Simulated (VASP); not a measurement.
# CuAu (P4/mmm) in VASP: further runs

Aim: see how the results for CuAu move with the level of theory and the settings. Levels: PBEsol, PBE0, LDA. Tasks: relaxation of cell and atoms, single point.

All numbers are computed with VASP 6.6.1; they aren't measurements. Logs are shortened: lines on timing, memory, paths and dates and some standing lists are left out, and cuts for length are marked.

### 1 The cell of the first run

It takes space group P4/mmm (No. 123, tetragonal). The conventional cell has a = 2.811 Å, b = 2.811 Å, c = 3.685 Å, α = 90.00°, β = 90.00°, γ = 90.00°. Au (site symmetry 4/mmm) has 8 Cu at 2.71 Å and 6 Au at 2.81 to 3.69 Å within 3.7 Å. Within 3.7 Å of Cu (site symmetry 4/mmm) lie 8 Au at 2.71 Å and 6 Cu at 2.81 to 3.69 Å.

### 2 Relaxation of cell and atoms, PBEsol, target pressure 20 GPa, at which the enthalpy is minimised

File INCAR:

```
PREC = Accurate ; ENCUT = 600
EDIFF = 1E-6 ; ISMEAR = -1
SIGMA = 0.05 ; LREAL = False
LASPH = True ; NELM = 100
ALGO = Normal ; ISIF = 3
LWAVE = False ; LCHARG = False
GGA = PS ; IBRION = 2
NSW = 80 ; EDIFFG = -0.02
PSTRESS = 200.0
```

File KPOINTS:

```
regular mesh
0
Gamma
  9 9 7
```

File POSCAR:

```
CuAu
1.0
    2.8107494552      0.0000000000      0.0000000000
    0.0000000000      2.8107494552      0.0000000000
    0.0000000000      0.0000000000      3.6850000000
Au Cu
1 1
Direct
    0.0000000000      0.0000000000      0.0000000000
    0.5000000000      0.5000000000      0.5000000000
```

Potentials or basis: VASP PAW PBE potentials, release 64 (Au, Cu).

Launch:

```
$ cat potpaw_PBE.64/Au/POTCAR potpaw_PBE.64/Cu/POTCAR > POTCAR
$ mpirun -np 1 vasp_std > vasp.out
```

OUTCAR:

```text
PREC = Accurate
   ENCUT = 600
   EDIFF = 1E-6
   ISMEAR = -1
   LREAL = False
   LASPH = True
   NELM = 100
   ISIF = 3
   GGA = PS
   IBRION = 2
   NSW = 80
   EDIFFG = -0.02
   PSTRESS = 200.0

 ion  position               nearest neighbor table
   1  0.000  0.000  0.000-   2 2.71   2 2.71   2 2.71   2 2.71   2 2.71   2 2.71   2 2.71   2 2.71

   2  0.500  0.500  0.500-   1 2.71   1 2.71   1 2.71   1 2.71   1 2.71   1 2.71   1 2.71   1 2.71

  LATTYP: Found a simple tetragonal cell.
 ALAT       =     2.8107494552
 C/A-ratio  =     1.3110382333

  Lattice vectors:

 A1 = (   2.8107494552,   0.0000000000,   0.0000000000)
 A2 = (   0.0000000000,   2.8107494552,   0.0000000000)
 A3 = (   0.0000000000,   0.0000000000,   3.6850000000)

Analysis of symmetry for initial positions (statically):
=====================================================================
 Subroutine PRICEL returns:
 Original cell was already a primitive cell.

 Routine SETGRP: Setting up the symmetry group for a
 simple tetragonal supercell.

 Subroutine GETGRP returns: Found 16 space group operations
 (whereof 16 operations were pure point group operations)
 out of a pool of 16 trial point group operations.

The static configuration has the point symmetry D_4h.

Analysis of symmetry for dynamics (positions and initial velocities):
=====================================================================
 Subroutine PRICEL returns:
 Original cell was already a primitive cell.

 Routine SETGRP: Setting up the symmetry group for a
 simple tetragonal supercell.

 Subroutine GETGRP returns: Found 16 space group operations
 (whereof 16 operations were pure point group operations)
 out of a pool of 16 trial point group operations.

The dynamic configuration has the point symmetry D_4h.

 Subroutine INISYM returns: Found 16 space group operations
 (whereof 16 operations are pure point group operations),
 and found     1 'primitive' translations

----------------------------------------------------------------------------------------

                                     Primitive cell

  volume of cell :      29.1127

  direct lattice vectors                    reciprocal lattice vectors
     2.810749455  0.000000000  0.000000000     0.355776997  0.000000000  0.000000000
     0.000000000  2.810749455  0.000000000     0.000000000  0.355776997  0.000000000
     0.000000000  0.000000000  3.685000000     0.000000000  0.000000000  0.271370421

  length of vectors
     2.810749455  2.810749455  3.685000000     0.355776997  0.355776997  0.271370421

  position of ions in fractional coordinates (direct lattice)
     0.000000000  0.000000000  0.000000000
     0.500000000  0.500000000  0.500000000

  ion indices of the primitive-cell ions
   primitive index   ion index
                 1           1
                 2           2

----------------------------------------------------------------------------------------

 KPOINTS: regular mesh

Automatic generation of k-mesh.
 Grid dimensions read from file:
 generate k-points for:    9    9    7

 Generating k-lattice:

  Cartesian coordinates                     Fractional coordinates (reciprocal lattice)
     0.039530777  0.000000000  0.000000000     0.111111111  0.000000000  0.000000000
     0.000000000  0.039530777  0.000000000     0.000000000  0.111111111  0.000000000
     0.000000000  0.000000000  0.038767203     0.000000000  0.000000000  0.142857143

  Length of vectors
     0.039530777  0.039530777  0.038767203

  Shift w.r.t. Gamma in fractional coordinates (k-lattice)
     0.000000000  0.000000000  0.000000000

 Subroutine IBZKPT returns following result:
 ===========================================

 Found     60 irreducible k-points:

 Following reciprocal coordinates:
            Coordinates               Weight
  0.000000  0.000000  0.000000      1.000000
  0.111111  0.000000  0.000000      4.000000
  0.222222  0.000000  0.000000      4.000000
  0.333333  0.000000  0.000000      4.000000
  0.444444  0.000000  0.000000      4.000000
  0.111111  0.111111  0.000000      4.000000
[... 16 lines left out ...]
  0.333333  0.111111  0.142857     16.000000
  0.444444  0.111111  0.142857     16.000000
 [... further k-points ...]
   k-points           NKPTS =     60   k-points in BZ     NKDIM =     60   number of bands    NBANDS=     15
   number of dos      NEDOS =    301   number of ions     NIONS =      2
   total plane-waves  NPLWV =  17280
   dimension x,y,z NGX =    24 NGY =   24 NGZ =   30
   dimension x,y,z NGXF=    48 NGYF=   48 NGZF=   60
   ions per type =               1   1
   NGX,Y,Z   is equivalent  to a cutoff of  14.20, 14.20, 13.53 a.u.
   NGXF,Y,Z  is equivalent  to a cutoff of  28.39, 28.39, 27.07 a.u.
 SYSTEM =  unknown system
   PREC   = accura    normal or accurate (medium, high low for compatibility)
   ISTART =      0    job   : 0-new  1-cont  2-samecut
   ICHARG =      2    charge: 1-file 2-atom 10-const
   ISPIN  =      1    spin polarized calculation?
   LNONCOLLINEAR =      F non collinear calculations
   LSORBIT =      F    spin-orbit coupling
   LASPH  =      T    aspherical Exc in radial PAW
   ENCUT  =  600.0 eV  44.10 Ry    6.64 a.u.   5.61  5.61  7.36*2*pi/ulx,y,z
   NELM   =    100;   NELMIN=  2; NELMDL= -5     # of ELM steps
   EDIFF  = 0.1E-05   stopping-criterion for ELM
   LREAL  =      F    real-space projection
   EDIFFG = -.2E-01   stopping-criterion for IOM
   NSW    =     80    number of steps for IOM
   IBRION =      2    ionic relax: 0-MD 1-quasi-New 2-CG
   NFREE  =      1    steps in history (QN), initial steepest desc. (CG)
   ISIF   =      3    stress and relaxation
   ISYM   =      2    0-nonsym 1-usesym 2-fastsym
   POTIM  = 0.5000    time-step for ionic-motion
   TEBEG  =    0.0;   TEEND  =   0.0 temperature during run
   PSTRESS=  200.0 pullay stress
   NELECT =      22.0000    total number of electrons
   NUPDOWN=      -1.0000    fix difference up-down
   EMIN   =  10.00;   EMAX   =-10.00  energy-range for DOS
   EFERMI =   0.00;   METHOD = LEGACY
   ISMEAR =    -1;   SIGMA  =   0.05  broadening in eV -4-tet -1-fermi 0-gaus
   EFERMI_NEDOS =   21; number of points for ismear=-14 and -15
   IALGO  =     38    algorithm
   IMIX   =      4    mixing-type and parameters
     AMIX     =   0.40;   BMIX     =  1.00
     AMIX_MAG =   1.60;   BMIX_MAG =  1.00
  volume/ion in A,a.u.               =      14.56        98.23
  Fermi-wavevector in a.u.,A,eV,Ry     =   1.491152  2.817868 30.253005  2.223533
  Thomas-Fermi vector in A             =   2.603843
   LORBIT       =      0    0 simple, 1 ext, 2 COOP (PROOUT), +10 PAW based schemes
   GGA     = PS    functional components
   LHFCALC =     F    Hartree Fock is set to
   AEXX    =    0.0000 exact exchange contribution
   IVDW    =     0    specifies the selected vdW correction
   LEPSILON=     F    determine dielectric tensor
   LRPA    =     F    only Hartree local field effects (RPA)
 conjugate gradient relaxation of ions
 non-spin polarized calculation
  energy-cutoff  :      600.00
  volume of cell :       29.11
 maximum number of plane-waves:       991
 NGX is ok and might be reduce to    24
   NGX = 11   NGY = 11   NGZ = 15

--------------------------------------- Ionic step        1  -------------------------------------------

 number of electron      22.0000014 magnetization

 Free energy of the ion-electron system (eV)
  ---------------------------------------------------
  ext. energy  EPLUGINS =         0.00000000
  ---------------------------------------------------
  free energy    TOTEN  =        -8.36544987 eV

  energy without entropy =       -8.36163810  energy(sigma->0) =       -8.36354399

 E-fermi :   8.4974     XC(G=0): -12.8352

 val. band max:        8.4353153425   @ k =   0.1111   0.1111   0.2857
 cond. band min:       8.5204371857   @ k =   0.3333   0.1111   0.4286
 fundamental gap:      0.0851218431
 Fermi energy:         8.4973562900

 k-point     1 :       0.0000    0.0000    0.0000
  band No.  band energies     occupation
      1      -1.2811      2.00000
      2       1.9355      2.00000
      3       2.0921      2.00000
      4       4.4903      2.00000
      5       4.4903      2.00000
      6       5.5607      2.00000
      7       5.7212      2.00000
      8       6.4172      2.00000
      9       6.8621      2.00000
     10       7.0828      2.00000
     11       7.0828      2.00000
     12      10.5928      0.00000
     13      16.5434      0.00000
     14      18.5194      0.00000
[... 401 lines left out ...]
      2       2.6104      2.00000
      3       3.3560      2.00000
      4       3.6648      2.00000
      5       4.4973      2.00000
      6       5.0683      2.00000
      7       5.8419      2.00000
      8       5.9024      2.00000
      9       6.5324      2.00000
     10       6.6750      2.00000
     11       7.3755      2.00000
     12       9.1669      0.00000
     13      15.0057      0.00000
     14      17.2382      0.00000
     15      21.1157      0.00000

 [... further k-points ...]

------------------------ aborting loop because EDIFF is reached ----------------------------------------

  FORCE on cell =-STRESS in cart. coord.  units (eV):
  Direction    XX          YY          ZZ          XY          YZ          ZX
  --------------------------------------------------------------------------------------
  -------------------------------------------------------------------------------------
  Total       -0.6796298     -0.6796298     -0.7261283      0.0000000      0.0000000      0.0000000
  in kB      -37.4025530    -37.4025530    -39.9615361      0.0000000      0.0000000      0.0000000
  external PRESSURE =    -238.2555473 kB  Pullay stress =     200.0000000 kB
[... 253 lines left out ...]
--------------------------------------- Ionic step        8  -------------------------------------------

 number of electron      22.0000002 magnetization

 Free energy of the ion-electron system (eV)
  ---------------------------------------------------
  ext. energy  EPLUGINS =         0.00000000
  ---------------------------------------------------
  free energy    TOTEN  =        -8.23188493 eV

  energy without entropy =       -8.22852811  energy(sigma->0) =       -8.23020652

 E-fermi :  10.4109     XC(G=0): -13.5250

 val. band max:       10.4100160270   @ k =   0.3333   0.1111   0.4286
 cond. band min:      10.4122684875   @ k =   0.1111   0.1111   0.2857
 fundamental gap:      0.0022524605
 Fermi energy:        10.4109333570

 k-point     1 :       0.0000    0.0000    0.0000
  band No.  band energies     occupation
      1      -0.5948      2.00000
      2       2.8101      2.00000
      3       2.9617      2.00000
      4       5.7855      2.00000
      5       5.7855      2.00000
      6       7.0278      2.00000
      7       7.1844      2.00000
      8       8.0380      2.00000
      9       8.5600      2.00000
     10       8.8355      2.00000
     11       8.8355      2.00000
     12      12.5841      0.00000
     13      19.8948      0.00000
     14      20.5555      0.00000
[... 401 lines left out ...]
      2       3.6336      2.00000
      3       4.4578      2.00000
      4       4.8079      2.00000
      5       5.7889      2.00000
      6       6.3665      2.00000
      7       7.2703      2.00000
      8       7.3424      2.00000
      9       8.1272      2.00000
     10       8.3111      2.00000
     11       9.0872      2.00000
     12      11.0706      0.00000
     13      17.6287      0.00000
     14      19.8966      0.00000
     15      24.0401      0.00000

 [... further k-points ...]

------------------------ aborting loop because EDIFF is reached ----------------------------------------

  FORCE on cell =-STRESS in cart. coord.  units (eV):
  Direction    XX          YY          ZZ          XY          YZ          ZX
  --------------------------------------------------------------------------------------
  -------------------------------------------------------------------------------------
  Total        3.2440549      3.2440549      3.2406285      0.0000000      0.0000000     -0.0000000
  in kB      200.4096209    200.4096209    200.1979479      0.0000000      0.0000000     -0.0000000
  external PRESSURE =       0.3390632 kB  Pullay stress =     200.0000000 kB
[... 21 lines left out ...]
  energy  without entropy=       -8.2285281120  energy(sigma->0) =       -8.23020652

  enthalpy is  TOTEN    =        -4.9944606338 eV   P V=        3.2374242933

 reached required accuracy - stopping structural energy minimisation
```

Run time: 76 s. Hardware: 1 thread of Intel Xeon Platinum 8488C (Sapphire Rapids), shared host; peak memory 0.19 GiB.

Results:

| Quantity | Value |
| --- | --- |
| Free energy | -8.2319 eV |
| Relaxed volume | 12.97 Å³/atom |
| Relaxed cell | a = 2.722 Å, b = 2.722 Å, c = 3.499 Å, α = 90.00°, β = 90.00°, γ = 90.00° |
| Space group after relaxing (to 0.1 Å) | P4/mmm (No. 123) |
| Energy change on relaxing (the run minimises the enthalpy) | +66.8 meV/atom |
| Ionic steps | 8 |
| Pressure after relaxing | 20.0 GPa |
| Band gap on the k mesh | zero (bands 11 and 12 overlap by 5.98 eV) |

The path:
```
step  energy change (eV)  largest force (eV/Å)  pressure (GPa)  volume (Å³)
   1              0.0000                0.0000           -3.83        29.11
   2              2.0486                0.0000          120.90        20.91
   3              0.1085                0.0000           18.03        26.16
   4              0.1242                0.0000           19.34        26.03
   5              0.1325                0.0000           20.08        25.96
   6              0.1323                0.0000           20.24        25.95
   7              0.1335                0.0000           20.30        25.94
   8              0.1336                0.0000           20.03        25.93
```

Final structure:
```xyz
2
Lattice="2.7225 0.0000 0.0000 0.0000 2.7225 0.0000 0.0000 0.0000 3.4991" Properties=species:S:1:pos:R:3 pbc="T T T"
Au    0.0000    0.0000    0.0000
Cu    1.3612    1.3612    1.7496
```

Caveat: the cell is relaxed towards a set pressure, so the run minimises the enthalpy, not the energy; the PAW data sets were made with another functional, which shifts forces and pressure a little; spin-orbit coupling is left out, which moves the levels of the heavy elements.

### 3 Relaxation of cell and atoms, PBEsol, target pressure 30 GPa, at which the enthalpy is minimised

File INCAR:

```
SYSTEM = CuAu
PREC = Accurate
ENCUT = 600
EDIFF = 1E-6
ISMEAR = -1
SIGMA = 0.05
LREAL = .False.
LASPH = .True.
NELM = 100
ALGO = Normal
ISIF = 3
LWAVE = .False.
LCHARG = .False.
GGA = PS
IBRION = 2
NSW = 80
EDIFFG = -0.02
PSTRESS = 300.0
```

File KPOINTS:

```
Automatic mesh
0
Gamma
  9 9 7
  0 0 0
```

POSCAR is that of step 2.

Potentials or basis: VASP PAW PBE potentials, release 64 (Au, Cu).

Launch:

```
$ cat potpaw_PBE.64/Au/POTCAR potpaw_PBE.64/Cu/POTCAR > POTCAR
$ mpirun -np 1 vasp_std > vasp.out
```

Wall time 1.9 min (1 thread of Intel Xeon Platinum 8488C (Sapphire Rapids), shared host); peak memory 0.18 GiB.

It converged, with:

| Item | Value |
| --- | --- |
| Free energy | -8.1003 eV |
| Relaxed volume | 12.54 Å³/atom |
| Relaxed cell | a = 2.697 Å, b = 2.697 Å, c = 3.448 Å, α = 90.00°, β = 90.00°, γ = 90.00° |
| Space group after relaxing (to 0.1 Å) | P4/mmm (No. 123) |
| Energy change on relaxing (the run minimises the enthalpy) | +132.6 meV/atom |
| Ionic steps | 11 |
| Pressure after relaxing | 30.1 GPa |
| Band gap on the k mesh | zero (bands 11 and 12 overlap by 6.18 eV) |

Step by step:
```csv
step,energy change (eV),largest force (eV/Å),pressure (GPa),volume (Å³)
1,0.0000,0.0000,-3.83,29.11
2,5.4143,0.0000,265.88,17.99
3,0.1942,0.0000,25.07,25.52
4,0.2341,0.0000,27.83,25.28
5,0.2675,0.0000,30.15,25.09
6,0.2533,0.0000,29.29,25.17
7,0.2536,0.0000,29.39,25.16
8,0.2565,0.0000,29.34,25.13
9,0.2571,0.0000,29.44,25.13
10,0.2928,0.0000,31.77,24.94
11,0.2652,0.0000,30.06,25.09
```

Final structure:
```
Au Cu
1.0
     2.69726    0.00000    0.00000
     0.00000    2.69726    0.00000
     0.00000    0.00000    3.44843
Au Cu
1 1
Direct
  0.00000 0.00000 0.00000
  0.50000 0.50000 0.50000
```

Levels at points of the mesh, in eV from the Fermi level:
```tsv
k point	band 7	band 8	band 9	band 10	band 11	band 12	band 13	band 14	band 15
(0.00, 0.00, 0.00)	-3.37	-2.47	-1.92	-1.63	-1.63	2.19	9.92	10.18	10.18
```

Caveat: the cell is relaxed towards a set pressure, so the run minimises the enthalpy, not the energy; the PAW data sets were made with another functional, which shifts forces and pressure a little; spin-orbit coupling is left out, which moves the levels of the heavy elements.

(Continued in part 2 of 2.)

The gap in the log of VASP goes by the Fermi energy; the results here count the filled bands.